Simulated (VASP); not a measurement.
Write the native input for VASP 6.6.1 that does the following.

```
Task                   : single point
Functional             : PBEsol
Potentials or basis    : VASP PAW PBE potentials, release 64 (Ti_sv, O)
Cutoff                 : 520 eV
k mesh                 : 10 × 10 × 10
Occupations            : gaussian, width 0.02 eV
Spin                   : no spin polarisation
Dipole correction      : no
Further INCAR settings : ALGO = Normal; EDIFF = 1e-06; NBANDS = 33
```

The structure of TiO2 lies in POSCAR:

```
TiO2
1.0
   -1.8843961947      1.8843961947      4.7791519191
    1.8843961947     -1.8843961947      4.7791519191
    1.8843961947      1.8843961947     -4.7791519191
Ti O
2 4
Direct
    0.0000000000      0.0000000000      0.0000000000
    0.7500000000      0.2500000000      0.5000000000
    0.9574304757      0.4574304757      0.5000000000
    0.2074304757      0.2074304757      0.0000000000
    0.5425695243      0.0425695243      0.5000000000
    0.7925695243      0.7925695243      0.0000000000
```

One way to write it, as run:

INCAR

```
PREC = Accurate
ENCUT = 520
EDIFF = 1E-6
ISMEAR = 0
SIGMA = 0.02
LREAL = F
LASPH = T
NELM = 100
ALGO = Normal
ISIF = 2
LWAVE = F
LCHARG = T
GGA = PS
LELF = T
LVHAR = T
NBANDS = 33
```

KPOINTS

```
regular mesh
0
Gamma
  10 10 10
```

Potentials or basis: VASP PAW PBE potentials, release 64 (Ti_sv, O).

Command:

```sh
$ cat potpaw_PBE.64/Ti_sv/POTCAR potpaw_PBE.64/O/POTCAR > POTCAR
$ mpirun -np 1 vasp_std > vasp.out
```

Results of the run:

* Pressure: 0.7 GPa
* Largest force: 0.021 eV/Å
* Band gap on the k mesh: 2.10 eV (least direct gap 2.42 eV)

Caveat: the PAW data sets were made with another functional, which shifts forces and pressure a little.

Run time: 7.8 min on 1 thread of Intel(R) Xeon(R) Platinum 8259CL CPU @ 2.50GHz (Skylake/Cascade Lake), on a shared host, peak memory 0.36 GiB.
